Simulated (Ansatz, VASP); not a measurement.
## One calculation of Ag, two programs

```
Ag
1.0
    -1.69705    1.69705    1.61426
     1.69705   -1.69705    1.61426
     1.69705    1.69705   -1.61426
Ag
1
Direct
  0.00000 0.00000 0.00000
```

Change from the starting cell: strain +0.025 along x and y, -0.025 along z, atoms carried along.

Alike in both runs: task single point; functional LDA; k mesh 20 × 20 × 20; occupations gaussian, width 0.15 eV; no spin polarisation.

```csv
,VASP,Ansatz
version,VASP 6.6.1,Ansatz 0.2.0
potentials or method,"VASP PAW LDA potentials, release 64 (Ag), cutoff 520 eV","scalar-relativistic, plane waves, PAW"
valence electrons in the cell,11,19
```

|  | VASP | Ansatz | Ansatz less VASP |
| --- | --- | --- | --- |
| gap on the k mesh at the Fermi level (eV) | none | none | - |
| pressure (GPa) | -12.7 | -12.9 | -0.14 |
| traceless stress, the component that is largest in VASP (GPa) | -0.54 | -0.55 | -0.007 |

LDA's correlation is that of Perdew and Zunger in VASP and of Perdew and Wang (1992) in Ansatz. A gap of «none» marks a metal or a gap that the smearing closes. VASP's potentials hold 11 valence electrons a cell and Ansatz's 19, so a difference there can come from the potentials and not from the codes.
